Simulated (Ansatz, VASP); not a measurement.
# One calculation of Zr, two programs

```
Zr
1.0
     4.83984    0.00000    0.00000
    -2.41992    4.19142    0.00000
     0.00000    0.00000    3.02197
Zr
3
Direct
  0.00000 0.00000 0.00000
  0.33333 0.66667 0.50000
  0.66667 0.33333 0.50000
```

Alike in both runs: task single point; functional PBEsol; k mesh 8 × 8 × 11; occupations fermi-dirac, width 0.1 eV; no spin polarisation.

```csv
,VASP,Ansatz
version,VASP 6.6.1,Ansatz 0.2.0
potentials or method,"VASP PAW PBE potentials, release 64 (Zr_sv), cutoff 520 eV","plane waves (420 eV) with PAW, scalar-relativistic"
valence electrons in the cell,36,36
```

```tsv
	VASP	Ansatz	Ansatz less VASP
pressure (GPa)	9.9	9.8	-0.11
traceless stress, the component that is largest in VASP (GPa)	-0.05	-0.03	+0.029
```

VASP's potentials were made for PBE, not for PBEsol, and Ansatz warns of the same on its side.
